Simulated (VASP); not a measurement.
Input of a VASP 6.6.1 run:

File POSCAR:

```
Pt
1.0
   -1.5735873306      1.5735873306      1.5735873306
    1.5735873306     -1.5735873306      1.5735873306
    1.5735873306      1.5735873306     -1.5735873306
Pt
1
Direct
    0.0000000000      0.0000000000      0.0000000000
```

INCAR.step1

```
PREC = Accurate ; ENCUT = 520
EDIFF = 1E-5 ; ISMEAR = -1
SIGMA = 0.05 ; LREAL = False
LASPH = True ; NELM = 100
ALGO = Normal ; ISIF = 2
LWAVE = True ; LCHARG = False
GGA = PE ; NBANDS = 11
```

INCAR.step2

```
PREC = Accurate ; ENCUT = 520
EDIFF = 1E-6 ; ISMEAR = -1
SIGMA = 0.05 ; LREAL = False
LASPH = True ; NELM = 100
ALGO = Normal ; ISIF = 2
LWAVE = False ; LCHARG = False
GGA = PE ; LHFCALC = True
HFSCREEN = 0.2079 ; PRECFOCK = Normal
ISTART = 1 ; NBANDS = 11
```

File KPOINTS:

```
regular mesh
0
Gamma
  8 8 8
```

Potentials or basis: VASP PAW PBE potentials, release 64 (Pt).

The run is started by

```console
$ cat potpaw_PBE.64/Pt/POTCAR > POTCAR
$ cp INCAR.step1 INCAR
$ mpirun -np 1 vasp_std > vasp.out
$ cp INCAR.step2 INCAR
$ mpirun -np 1 vasp_std > vasp.out
```

Q: Predict the band gap on the k mesh.

A: Zero (bands 5 and 6 overlap by 2.92 eV).

Q: Predict the pressure.

A: -2.8 GPa.

Caveat: the PAW data sets were made with another functional, which shifts forces and pressure a little; spin-orbit coupling is left out, which moves the levels of the heavy elements.
